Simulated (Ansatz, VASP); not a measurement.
Two plane-wave programs on Ge3F2

```
Ge F
1.0
     3.31585    0.00000    0.00000
    -1.65793    2.87161    0.00000
     0.00000    0.00000   11.73944
Ge F
3 2
Direct
  0.33333 0.66667 0.91085
  0.66667 0.33333 0.08915
  0.00000 0.00000 0.50000
  0.33333 0.66667 0.39980
  0.66667 0.33333 0.60020
```

Alike in both runs: functional PBE; k mesh 6 × 6 × 2; occupations gaussian, width 0.1 eV; no spin polarisation.

Ansatz relaxed the structure, and its values are those at the end. VASP's run is a single point on that final structure, the one shown.

|  | VASP | Ansatz |
| --- | --- | --- |
| version | VASP 6.6.1 | Ansatz 0.2.0 |
| potentials or method | VASP PAW PBE potentials, release 64 (Ge_d, F), cutoff 520 eV | scalar-relativistic, plane waves, PAW |
| valence electrons in the cell | 56 | 56 |

|  | VASP | Ansatz | Ansatz less VASP |
| --- | --- | --- | --- |
| gap on the k mesh at the Fermi level (eV) | none | none | - |
| pressure (GPa) | 0.0 | 0.1 | +0.03 |
| rms of the force components (eV/Å) | 0.011 | 0.003 | -0.0086 |

A gap of «none» marks a metal or a gap that the smearing closes. The functional is the same, so the differences come from potentials, cutoffs and numerics.

The k mesh is coarse, so the values compare programs but aren't converged.
